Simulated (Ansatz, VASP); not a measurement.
# Two plane-wave programs on Au

```
Au
1.0
     3.00845    0.00000    0.00000
    -1.50422    2.60539    0.00000
     0.00000    0.00000    4.55105
Au
2
Direct
  0.33333 0.66667 0.75000
  0.66667 0.33333 0.25000
```

Change from the starting cell: strain +0.050 along x and y, -0.050 along z, atoms carried along.

Alike in both runs: task single point; functional PBEsol; k mesh 24 × 24 × 12; occupations gaussian, width 0.15 eV; no spin polarisation.

|  | VASP | Ansatz |
| --- | --- | --- |
| version | VASP 6.6.1 | Ansatz 0.2.0 |
| potentials or method | VASP PAW PBE potentials, release 64 (Au), cutoff 520 eV | scalar-relativistic, plane waves, PAW |
| valence electrons in the cell | 22 | 38 |

|  | VASP | Ansatz | Ansatz less VASP |
| --- | --- | --- | --- |
| gap on the k mesh at the Fermi level (eV) | none | none | - |
| pressure (GPa) | -5.9 | -5.7 | +0.18 |
| traceless stress, the component that is largest in VASP (GPa) | 4.32 | 4.36 | +0.045 |

VASP's potentials were made for PBE, not for PBEsol. A gap of «none» marks a metal or a gap that the smearing closes. VASP's potentials hold 22 valence electrons a cell and Ansatz's 38, so a difference there can come from the potentials and not from the codes.

Neither program's run includes spin-orbit coupling.
